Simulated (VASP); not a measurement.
Here is a VASP 6.6.1 calculation.

Contents of INCAR:

```
ALGO     = Fast           # electronic algorithm
EDIFF    = 1E-8           # SCF threshold, eV
ENCUT    = 600            # plane-wave cutoff, eV
GGA      = PE             # functional
IBRION   = 6              # ionic algorithm
ISIF     = 3              # what is computed and relaxed
ISMEAR   = -1             # smearing method
ISPIN    = 2              # spin polarisation
LASPH    = T              # aspherical terms in the spheres
LCHARG   = F              # write CHGCAR
LMAXMIX  = 4              # l up to which the mixer works
LORBIT   = 11             # projections on sites
LREAL    = F              # projectors in reciprocal space
LWAVE    = F              # write WAVECAR
MAGMOM   = 1              # initial moments
NBANDS   = 15             # bands
NELM     = 150            # most SCF steps
NFREE    = 2            
NSW      = 1              # ionic steps
POTIM    = 0.015          # step
PREC     = Accurate       # precision mode
SIGMA    = 0.05           # smearing width, eV
```

The input KPOINTS:

```
k-points
0
Gamma
  10 10 10
```

The input POSCAR:

```
Ni
1.0
    0.0000000000      1.7375729330      1.7375729330
    1.7375729330      0.0000000000      1.7375729330
    1.7375729330      1.7375729330      0.0000000000
Ni
1
Direct
    0.0000000000      0.0000000000      0.0000000000
```

Potentials or basis: VASP PAW PBE potentials, release 64 (Ni).

The run is started by

```bash
$ cat potpaw_PBE.64/Ni/POTCAR > POTCAR
$ mpirun -np 1 vasp_std > vasp.out
```

What does it give for the elastic constants C11, C12, C44?

307, 188, 152 GPa.

What does it give for the Voigt bulk modulus?

228 GPa.

Predict the site moments.

Ni +0.71 μB.

Estimate the net moment.

0.70 μB per cell.

Clamped-ion elastic tensor (GPa):
```
307 188 188   0   0   0
188 307 188   0   0   0
188 188 307   0   0   0
  0   0   0 152   0   0
  0   0   0   0 152   0
  0   0   0   0   0 152
```

Caveat: the cell is under stress, which shifts elastic constants.
